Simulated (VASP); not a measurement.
A run of VASP 6.6.1 is set up as follows.

Contents of POSCAR:

```
BN
1.0
   -0.0133555684      1.7458259350      1.7458259350
    1.7458259350     -0.0133555684      1.7458259350
    1.7324703666      1.7324703666      0.0000000000
B N
1 1
Direct
    0.0000000000      0.0000000000      0.0000000000
    0.5000000000      0.5000000000      0.5000000000
```

The input INCAR.step1:

```
PREC = Accurate
ENCUT = 520
EDIFF = 1E-5
ISMEAR = 0
SIGMA = 0.01
LREAL = False
LASPH = True
NELM = 80
ALGO = Normal
ISIF = 2
LWAVE = True
GGA = PE
NBANDS = 11
```

INCAR.step2

```
PREC = Accurate
ENCUT = 520
EDIFF = 1E-7
ISMEAR = 0
SIGMA = 0.01
LREAL = False
LASPH = True
NELM = 80
ALGO = Normal
ISIF = 2
LWAVE = False
LCHARG = True
GGA = PE
LHFCALC = True
HFSCREEN = 0.2079
PRECFOCK = Normal
LELF = True
LVHAR = True
ISTART = 1
NBANDS = 11
```

File KPOINTS:

```
regular mesh
0
Gamma
  8 8 8
```

Potentials or basis: VASP PAW PBE potentials, release 64 (B, N).

Launch:

```sh
$ cat potpaw_PBE.64/B/POTCAR potpaw_PBE.64/N/POTCAR > POTCAR
$ cp INCAR.step1 INCAR
$ mpirun -np 1 vasp_std > vasp.out
$ cp INCAR.step2 INCAR
$ mpirun -np 1 vasp_std > vasp.out
```

Problem. Estimate the pressure.

Solution. -8.1 GPa.

Problem. What does it give for the band gap on the k mesh?

Solution. 2.18 eV (least direct gap 7.09 eV).

Stress tensor (GPa, compression positive):
```
-7.98 10.04  0.00
10.04 -7.98  0.00
 0.00  0.00 -8.20
```

Caveat: the cell differs from its parent crystal (shear xy strain -1.5%); the cell stands under tension; the structure was generated, so it needn't be the stable form of BN; the PAW data sets were made with another functional, which shifts forces and pressure a little. A k mesh can miss the band edges.
